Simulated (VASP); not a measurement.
Input of a VASP 6.6.1 run:

File INCAR:

```
PREC     = Accurate       # precision mode
ENCUT    = 600            # plane-wave cutoff, eV
EDIFF    = 1E-7           # SCF threshold, eV
ISMEAR   = 0              # smearing method
SIGMA    = 0.1            # smearing width, eV
LREAL    = False          # projectors in reciprocal space
LASPH    = True           # aspherical terms in the spheres
NELM     = 60             # most SCF steps
ALGO     = Normal         # electronic algorithm
ISIF     = 3              # what is computed and relaxed
LWAVE    = False          # write WAVECAR
LCHARG   = False          # write CHGCAR
GGA      = PE             # functional
IBRION   = 2              # ionic algorithm
NSW      = 100            # ionic steps
EDIFFG   = -0.01          # ionic threshold
```

Contents of KPOINTS:

```
regular mesh
0
Gamma
  12 12 12
```

File POSCAR:

```
Li3Os
1.0
    3.6478766918      0.0000000000      0.0000000000
    0.0000000000      3.6478766918      0.0000000000
    0.0000000000      0.0000000000      3.6478766918
Li Os
3 1
Direct
    0.0000000000      0.5000000000      0.5000000000
    0.5000000000      0.0000000000      0.5000000000
    0.5000000000      0.5000000000      0.0000000000
    0.0000000000      0.0000000000      0.0000000000
```

Potentials or basis: VASP PAW PBE potentials, release 64 (Li_sv, Os).

Run with:

```sh
$ cat potpaw_PBE.64/Li_sv/POTCAR potpaw_PBE.64/Os/POTCAR > POTCAR
$ mpirun -np 1 vasp_std > vasp.out
```

**Question.** What does it give for the space group after relaxing (to 0.05 Å)?

**Answer.** Pm-3m (No. 221).

**Question.** Predict the relaxed cell.

**Answer.** a = 3.732 Å, b = 3.732 Å, c = 3.732 Å, α = 90.00°, β = 90.00°, γ = 90.00°.

**Question.** Estimate the relaxed volume.

**Answer.** 12.99 Å³/atom.

Final structure:
```yaml
crystal:
  lattice:
    - [3.73161, 0.00000, 0.00000]
    - [0.00000, 3.73161, 0.00000]
    - [0.00000, 0.00000, 3.73161]
  atoms:
    - { symbol: Li, position: [0.00000, 0.50000, 0.50000] }
    - { symbol: Li, position: [0.50000, 0.00000, 0.50000] }
    - { symbol: Li, position: [0.50000, 0.50000, 0.00000] }
    - { symbol: Os, position: [0.00000, 0.00000, 0.00000] }
```

Caveat: the cutoff is under 1.25 times the usual one of these potentials, so pressure, stress and relaxed cells hold a basis-set (Pulay) error.
